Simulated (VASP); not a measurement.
Set up this calculation in VASP 6.6.1, as the native input.

```yaml
Task: relaxation of cell and atoms
Functional: PBE
Potentials_or_basis: VASP PAW PBE potentials, release 64 (F_h)
Cutoff: 910 eV
k_mesh: 18 × 18 × 10
Occupations: fermi-dirac, width 0.08 eV
Spin: no spin polarisation
Target_pressure: 23 GPa
Dipole_correction: no
Further_INCAR_settings: ALGO = Normal; EDIFF = 1e-07; IBRION = 2; EDIFFG = -0.005; NSW = 60; ISIF = 3
```

The structure of F lies in POSCAR:

```
F
1.0
    2.2515706497      0.0000000000      0.0000000000
   -1.1257853249      1.9499173811      0.0000000000
    0.0000000000      0.0000000000      3.6475444525
F
2
Direct
    0.3333333333      0.6666666667      0.2500000000
    0.6666666667      0.3333333333      0.7500000000
```

One way to write it, as run:

INCAR

```
SYSTEM = F
PREC = Accurate
ENCUT = 910
EDIFF = 1E-7
ISMEAR = -1
SIGMA = 0.08
LREAL = .FALSE.
LASPH = .TRUE.
NELM = 120
ALGO = Normal
ISIF = 3
LWAVE = .FALSE.
LCHARG = .FALSE.
GGA = PE
IBRION = 2
NSW = 60
EDIFFG = -0.005
PSTRESS = 230.0
GGA_COMPAT = .FALSE.
NELMIN = 4
```

KPOINTS

```
Automatic mesh
0
G
  18 18 10
  0 0 0
```

Potentials or basis: VASP PAW PBE potentials, release 64 (F_h).

Command:

```sh
$ cat potpaw_PBE.64/F_h/POTCAR > POTCAR
$ mpirun -np 1 vasp_std > vasp.out
```

Results of the run:

The relaxed volume is 7.80 Å³/atom, the relaxed cell is a = 2.446 Å, b = 2.446 Å, c = 3.012 Å, α = 90.00°, β = 90.00°, γ = 120.00° and the space group after relaxing (to 0.1 Å) is P6_3/mmc (No. 194). The energy change on relaxing (the run minimises the enthalpy) is -75.1 meV/atom. The ionic steps are 30, the pressure after relaxing is 23.0 GPa and the band gap on the k mesh is zero (bands 7 and 8 overlap by 1.46 eV).

Caveat: the cell is relaxed towards a set pressure, so the run minimises the enthalpy, not the energy; the atoms stand far beyond bonding distance, and open shells without spin polarisation read as a metal; a cell axis changed by over 15 % at a fixed basis, so the end point is rough.

Wall time 30 min on 1 thread of AMD EPYC 7R43 64-Core Processor (Zen 3), with other jobs on the host, peak memory 0.16 GiB.
